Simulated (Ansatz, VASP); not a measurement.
# GaSn4S3: VASP beside Ansatz

INCAR

```
PREC = Accurate
ENCUT = 600
EDIFF = 1E-6
ISMEAR = 0
SIGMA = 0.2
LREAL = False
LASPH = True
NELM = 100
ALGO = Normal
ISIF = 3
LWAVE = False
LCHARG = False
GGA = PE
IBRION = 2
NSW = 36
EDIFFG = -0.08
```

The input KPOINTS:

```
regular mesh
0
Gamma
  3 3 3
```

POSCAR

```
GaSn4S3
1.0
    5.9484210800      0.0000000000      0.0000000000
    0.0000000000      5.9484210800      0.0000000000
    0.0000000000      0.0000000000      5.9484210800
Ga Sn S
1 4 3
Direct
    0.5000000000      0.5000000000      0.5000000000
    0.5000000000      0.0000000000      0.0000000000
    0.0000000000      0.5000000000      0.0000000000
    0.0000000000      0.0000000000      0.5000000000
    0.0000000000      0.0000000000      0.0000000000
    0.0000000000      0.5000000000      0.5000000000
    0.5000000000      0.0000000000      0.5000000000
    0.5000000000      0.5000000000      0.0000000000
```

Input for Ansatz:

```yaml
crystal:
  lattice:
    - [5.94842108, 0.0, 0.0]
    - [0.0, 5.94842108, 0.0]
    - [0.0, 0.0, 5.94842108]
  atoms:
    - { symbol: Ga, position: [0.5, 0.5, 0.5] }
    - { symbol: Sn, position: [0.5, 0.0, 0.0] }
    - { symbol: Sn, position: [0.0, 0.5, 0.0] }
    - { symbol: Sn, position: [0.0, 0.0, 0.5] }
    - { symbol: Sn, position: [0.0, 0.0, 0.0] }
    - { symbol: S, position: [0.0, 0.5, 0.5] }
    - { symbol: S, position: [0.5, 0.0, 0.5] }
    - { symbol: S, position: [0.5, 0.5, 0.0] }
basis:
  ecutwfc: 420
kpoints:
  mp_grid: { grid: [3, 3, 3] }
hamiltonian:
  xc: pbe
scf:
  occupations: { method: gaussian, width: 0.2 }
  lower_state_search: "off"
output:
  forces: true
  stress: true
  eigenvalues: true
relax:
  adjacent_minimum: "off"
  f_tol: 0.08
  max_steps: 16
  cell: { stress_tol: 0.8 }
```

Alike in both runs: task relaxation of cell and atoms; functional PBE; k mesh 3 × 3 × 3; occupations gaussian, width 0.2 eV; no spin polarisation.

|  | VASP | Ansatz |
| --- | --- | --- |
| version | VASP 6.6.1 | Ansatz 0.2.0 |
| potentials or method | VASP PAW PBE potentials, release 64 (Ga_d, Sn_d, S), cutoff 600 eV | scalar-relativistic, plane waves, PAW |
| valence electrons in the cell | 87 | 87 |

|  | VASP | Ansatz | Ansatz less VASP |
| --- | --- | --- | --- |
| gap on the k mesh at the Fermi level, each at its own relaxed structure (eV) | none | none | - |
| relaxed volume (Å³/atom) | 24.17 | 24.52 | +0.352 |
| relaxed cell length with the largest relative difference (Å) | 5.783 | 5.811 | +0.0280 |

A gap of «none» marks a metal or a gap that the smearing closes.
